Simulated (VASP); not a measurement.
# InAs (F-43m) in VASP: single point with PBE-based screened hybrid with 5 % exact exchange

Aim: the single point of InAs with PBE-based screened hybrid with 5 % exact exchange.

Everything below comes from runs of VASP 6.6.1. Logs are shortened: lines on timing, memory, paths and dates and some standing lists are left out, and cuts for length are marked.

## 1. The cell of the first run

The structure is cubic, space group F-43m (No. 216). The conventional cell has a = 6.036 Å, b = 6.036 Å, c = 6.036 Å, α = 90.00°, β = 90.00°, γ = 90.00°. Within 3.4 Å of In (site symmetry -43m) lie 4 As at 2.61 Å. Within 3.4 Å of As (site symmetry -43m) lie 4 In at 2.61 Å.

## 2. Single point, PBE-based screened hybrid with 5 % exact exchange

Input file POSCAR:

```
InAs
1.0
    0.0000000000      3.0180000000      3.0180000000
    3.0180000000      0.0000000000      3.0180000000
    3.0180000000      3.0180000000      0.0000000000
In As
1 1
Direct
    0.0000000000      0.0000000000      0.0000000000
    0.7500000000      0.7500000000      0.7500000000
```

Input file INCAR.step1:

```
ALGO = Normal ; EDIFF = 1E-5
ENCUT = 400 ; GGA = PE
GGA_COMPAT = False ; ISIF = 2
ISMEAR = 0 ; LASPH = True
LREAL = False ; LWAVE = True
NBANDS = 16 ; NELM = 120
PREC = Accurate ; SIGMA = 0.01
```

Input file INCAR.step2:

```
AEXX = 0.05 ; ALGO = Normal
EDIFF = 1E-6 ; ENCUT = 400
GGA = PE ; GGA_COMPAT = False
HFSCREEN = 0.20786987370883472 ; ISIF = 2
ISMEAR = 0 ; ISTART = 1
LASPH = True ; LCHARG = True
LELF = True ; LHFCALC = True
LREAL = False ; LVHAR = True
LWAVE = False ; NBANDS = 16
NELM = 120 ; PREC = Accurate
PRECFOCK = Normal ; SIGMA = 0.01
```

Input file KPOINTS:

```
k-points
0
Gamma
  3 3 3
```

Potentials or basis: VASP PAW PBE potentials, release 64 (In_d, As).

The run is started by

```sh
cat potpaw_PBE.64/In_d/POTCAR potpaw_PBE.64/As/POTCAR > POTCAR
cp INCAR.step1 INCAR
mpirun -np 1 vasp_std > vasp.out
cp INCAR.step2 INCAR
mpirun -np 1 vasp_std > vasp.out
```

OUTCAR:

```text
AEXX = 0.05
   EDIFF = 1E-6
   ENCUT = 400
   GGA = PE
   HFSCREEN = 0.20786987370883472
   ISIF = 2
   ISMEAR = 0
   ISTART = 1
   LASPH = True
   LHFCALC = True
   LREAL = False
   NELM = 120
   PREC = Accurate
   PRECFOCK = Normal

 ion  position               nearest neighbor table
   1  0.000  0.000  0.000-   2 2.61   2 2.61   2 2.61   2 2.61
   2  0.750  0.750  0.750-   1 2.61   1 2.61   1 2.61   1 2.61

  LATTYP: Found a face centered cubic cell.
 ALAT       =     6.0360000000

  Lattice vectors:

 A1 = (   0.0000000000,   3.0180000000,   3.0180000000)
 A2 = (   3.0180000000,   0.0000000000,   3.0180000000)
 A3 = (   3.0180000000,   3.0180000000,   0.0000000000)

Analysis of symmetry for initial positions (statically):
=====================================================================
 Subroutine PRICEL returns:
 Original cell was already a primitive cell.

 Routine SETGRP: Setting up the symmetry group for a
 face centered cubic supercell.

 Subroutine GETGRP returns: Found 24 space group operations
 (whereof 24 operations were pure point group operations)
 out of a pool of 48 trial point group operations.

The static configuration has the point symmetry T_d .

Analysis of symmetry for dynamics (positions and initial velocities):
=====================================================================
 Subroutine PRICEL returns:
 Original cell was already a primitive cell.

 Routine SETGRP: Setting up the symmetry group for a
 face centered cubic supercell.

 Subroutine GETGRP returns: Found 24 space group operations
 (whereof 24 operations were pure point group operations)
 out of a pool of 48 trial point group operations.

The dynamic configuration has the point symmetry T_d .

 Subroutine INISYM returns: Found 24 space group operations
 (whereof 24 operations are pure point group operations),
 and found     1 'primitive' translations

----------------------------------------------------------------------------------------

                                     Primitive cell

  volume of cell :      54.9778

  direct lattice vectors                    reciprocal lattice vectors
     0.000000000  3.018000000  3.018000000    -0.165672631  0.165672631  0.165672631
     3.018000000  0.000000000  3.018000000     0.165672631 -0.165672631  0.165672631
     3.018000000  3.018000000  0.000000000     0.165672631  0.165672631 -0.165672631

  length of vectors
     4.268096531  4.268096531  4.268096531     0.286953414  0.286953414  0.286953414

  position of ions in fractional coordinates (direct lattice)
     0.000000000  0.000000000  0.000000000
     0.750000000  0.750000000  0.750000000

  ion indices of the primitive-cell ions
   primitive index   ion index
                 1           1
                 2           2

----------------------------------------------------------------------------------------

 KPOINTS: k-points

Automatic generation of k-mesh.
 Grid dimensions read from file:
 generate k-points for:    3    3    3

 Generating k-lattice:

  Cartesian coordinates                     Fractional coordinates (reciprocal lattice)
    -0.055224210  0.055224210  0.055224210     0.333333333  0.000000000  0.000000000
     0.055224210 -0.055224210  0.055224210     0.000000000  0.333333333  0.000000000
     0.055224210  0.055224210 -0.055224210     0.000000000  0.000000000  0.333333333

  Length of vectors
     0.095651138  0.095651138  0.095651138

  Shift w.r.t. Gamma in fractional coordinates (k-lattice)
     0.000000000  0.000000000  0.000000000

 Subroutine IBZKPT returns following result:
 ===========================================

 Found      4 irreducible k-points:

 Following reciprocal coordinates:
            Coordinates               Weight
  0.000000  0.000000  0.000000      1.000000
  0.333333  0.000000  0.000000      8.000000
  0.333333  0.333333  0.000000      6.000000
 -0.333333  0.333333  0.000000     12.000000
   k-points           NKPTS =      4   k-points in BZ     NKDIM =     27   number of bands    NBANDS=     16
   number of dos      NEDOS =    301   number of ions     NIONS =      2
   total plane-waves  NPLWV =  21952
   dimension x,y,z NGX =    28 NGY =   28 NGZ =   28
   dimension x,y,z NGXF=    56 NGYF=   56 NGZF=   56
   ions per type =               1   1
   NGX,Y,Z   is equivalent  to a cutoff of  10.91, 10.91, 10.91 a.u.
   NGXF,Y,Z  is equivalent  to a cutoff of  21.81, 21.81, 21.81 a.u.
 SYSTEM =  unknown system
   PREC   = accura    normal or accurate (medium, high low for compatibility)
   ISTART =      1    job   : 0-new  1-cont  2-samecut
   ICHARG =      0    charge: 1-file 2-atom 10-const
   ISPIN  =      1    spin polarized calculation?
   LNONCOLLINEAR =      F non collinear calculations
   LSORBIT =      F    spin-orbit coupling
   LASPH  =      T    aspherical Exc in radial PAW
   ENCUT  =  400.0 eV  29.40 Ry    5.42 a.u.   6.96  6.96  6.96*2*pi/ulx,y,z
   NELM   =    120;   NELMIN=  2; NELMDL=  0     # of ELM steps
   EDIFF  = 0.1E-05   stopping-criterion for ELM
   LREAL  =      F    real-space projection
   EDIFFG = 0.1E-04   stopping-criterion for IOM
   NSW    =      0    number of steps for IOM
   IBRION =     -1    ionic relax: 0-MD 1-quasi-New 2-CG
   NFREE  =      0    steps in history (QN), initial steepest desc. (CG)
   ISIF   =      2    stress and relaxation
   ISYM   =      3    0-nonsym 1-usesym 2-fastsym
   POTIM  = 0.5000    time-step for ionic-motion
   TEBEG  =    0.0;   TEEND  =   0.0 temperature during run
   PSTRESS=    0.0 pullay stress
   NELECT =      18.0000    total number of electrons
   NUPDOWN=      -1.0000    fix difference up-down
   EMIN   =  10.00;   EMAX   =-10.00  energy-range for DOS
   EFERMI =   0.00;   METHOD = LEGACY
   ISMEAR =     0;   SIGMA  =   0.01  broadening in eV -4-tet -1-fermi 0-gaus
   EFERMI_NEDOS =   21; number of points for ismear=-14 and -15
   IALGO  =     38    algorithm
   IMIX   =      1    mixing-type and parameters
     AMIX     =   0.40;   BMIX     =  1.00
     AMIX_MAG =   1.60;   BMIX_MAG =  1.00
  volume/ion in A,a.u.               =      27.49       185.50
  Fermi-wavevector in a.u.,A,eV,Ry     =   1.128331  2.132236 17.321990  1.273130
  Thomas-Fermi vector in A             =   2.265020
   LORBIT       =      0    0 simple, 1 ext, 2 COOP (PROOUT), +10 PAW based schemes
   GGA     = PE    functional components
   LHFCALC =     T    Hartree Fock is set to
   PRECFOCK=normal    Normal, Fast or Accurate (Low or Medium for compatibility)
   ENCUT4O =  -1.0   cutoff for four orbital integrals eV
   NKREDX  =     1    reduce k-point grid by
   NKREDY  =     1    reduce k-point grid by
   NKREDZ  =     1    reduce k-point grid by
   AEXX    =    0.0500 exact exchange contribution
   HFSCREEN=    0.2079 screening length (either q_TF or 0.3 A-1)
   HFSCREENC=   0.2079 screening length for correlation (either q_TF or 0.3 A-1)
   ENCUTFOCK=  -1.0 apply spherical cutoff to Coloumb kernel
   IVDW    =     0    specifies the selected vdW correction
   LEPSILON=     F    determine dielectric tensor
   LRPA    =     F    only Hartree local field effects (RPA)
 non-spin polarized calculation
 Gauss-broadening in eV      SIGMA  =   0.01
  energy-cutoff  :      400.00
  volume of cell :       54.98
 maximum number of plane-waves:      1018
  NGX = 24; NGY = 24; NGZ = 24

 number of electron      18.0000016 magnetization

 Free energy of the ion-electron system (eV)
  ---------------------------------------------------
  ext. energy  EPLUGINS =         0.00000000
  ---------------------------------------------------
  free energy    TOTEN  =        -7.49780638 eV

  energy without entropy =       -7.49723504  energy(sigma->0) =       -7.49752071

 E-fermi :   4.5855     XC(G=0):  -8.7628

 val. band max:        4.5825034724   @ k =   0.0000   0.0000   0.0000
 cond. band min:       5.8084647088   @ k =   0.3333   0.0000   0.0000
 fundamental gap:      1.2259612364
 Fermi energy:         4.5855479086

 k-point     1 :       0.0000    0.0000    0.0000
  band No.  band energies     occupation
      1     -10.2529      2.00000
      2     -10.2529      2.00000
      3     -10.2529      2.00000
      4     -10.1273      2.00000
      5     -10.1273      2.00000
      6      -7.5490      2.00000
      7       4.5119      2.00000
      8       4.5825      1.33351
      9       4.5825      1.33329
     10       4.5825      1.33320
     11       8.5765      0.00000
     12       8.5765      0.00000
     13       8.5765      0.00000
     14      12.2854      0.00000
     15      14.4034      0.00000
     16      14.4034      0.00000

 k-point     2 :       0.3333    0.0000    0.0000
  band No.  band energies     occupation
      1     -10.3434      2.00000
      2     -10.2269      2.00000
      3     -10.2269      2.00000
      4     -10.1232      2.00000
      5     -10.1232      2.00000
      6      -6.5327      2.00000
      7      -0.2770      2.00000
      8       3.7550      2.00000
      9       3.7550      2.00000
     10       5.8085      0.00000
     11       9.4003      0.00000
     12       9.4003      0.00000
     13      10.9088      0.00000
     14      12.8985      0.00000
     15      13.8015      0.00000
     16      13.8015      0.00000

 k-point     3 :       0.3333    0.3333    0.0000
  band No.  band energies     occupation
      1     -10.3919      2.00000
      2     -10.1916      2.00000
      3     -10.1916      2.00000
      4     -10.1553      2.00000
      5     -10.1101      2.00000
      6      -6.1859      2.00000
      7      -0.2557      2.00000
      8       2.6006      2.00000
      9       2.6006      2.00000
     10       6.4846      0.00000
     11       7.2808      0.00000
     12      12.2234      0.00000
     13      12.2287      0.00000
     14      12.2287      0.00000
     15      15.5353      0.00000
     16      17.1638      0.00000

 k-point     4 :      -0.3333    0.3333    0.0000
  band No.  band energies     occupation
      1     -10.3964      2.00000
      2     -10.2029      2.00000
      3     -10.1902      2.00000
      4     -10.1383      2.00000
      5     -10.1202      2.00000
      6      -5.5868      2.00000
      7      -1.1606      2.00000
      8       1.1164      2.00000
      9       2.8347      2.00000
     10       7.0062      0.00000
     11       9.8170      0.00000
     12      11.4161      0.00000
     13      11.6259      0.00000
     14      12.1419      0.00000
     15      13.9439      0.00000
     16      17.5131      0.00000

------------------------ aborting loop because EDIFF is reached ----------------------------------------

  FORCE on cell =-STRESS in cart. coord.  units (eV):
  Direction    XX          YY          ZZ          XY          YZ          ZX
  --------------------------------------------------------------------------------------
  -------------------------------------------------------------------------------------
  Total        1.9417081      1.9417081      1.9417081      0.0000000      0.0000000      0.0000000
  in kB       56.5857167     56.5857167     56.5857167      0.0000000      0.0000000      0.0000000
  external PRESSURE =      56.5857167 kB  Pullay stress =       0.0000000 kB

 VOLUME and BASIS-vectors are now :
 -----------------------------------------------------------------------------
  energy-cutoff  :      400.00
  volume of cell :       54.98
      direct lattice vectors                 reciprocal lattice vectors
     0.000000000  3.018000000  3.018000000    -0.165672631  0.165672631  0.165672631
     3.018000000  0.000000000  3.018000000     0.165672631 -0.165672631  0.165672631
     3.018000000  3.018000000  0.000000000     0.165672631  0.165672631 -0.165672631

 POSITION                                       TOTAL-FORCE (eV/Angst)
 -----------------------------------------------------------------------------------
      0.00000      0.00000      0.00000        -0.000000     -0.000000     -0.000000
      4.52700      4.52700      4.52700         0.000000      0.000000      0.000000
 -----------------------------------------------------------------------------------
    total drift:                                0.000116      0.000073      0.000051

  FREE ENERGIE OF THE ION-ELECTRON SYSTEM (eV)
  ---------------------------------------------------
  free  energy   TOTEN  =        -7.4978063849 eV

  energy  without entropy=       -7.4972350430  energy(sigma->0) =       -7.49752071
```

Run time: 2.6 min. Hardware: 1 thread of Intel Xeon 8259CL, shared host; peak memory 0.23 GiB.

What came out:

```yaml
Free_energy: -7.4978 eV
Pressure: 5.7 GPa
Band_gap_on_the_k_mesh: zero (filled and empty bands touch)
```

Levels at points of the mesh, in eV from the Fermi level:
| k point | band 6 | band 7 | band 8 | band 9 | band 10 | band 11 | band 12 | band 13 |
| --- | --- | --- | --- | --- | --- | --- | --- | --- |
| (0.00, 0.00, 0.00) | -12.13 | -0.07 | 0.00 | 0.00 | 0.00 | 3.99 | 3.99 | 3.99 |

Caveat: the k points lie up to 0.60 Å⁻¹ apart; the PAW data sets were made with another functional, which shifts forces and pressure a little; spin-orbit coupling is left out, which moves the levels of the heavy elements.

The gap in the log of VASP goes by the Fermi energy; the results here count the filled bands.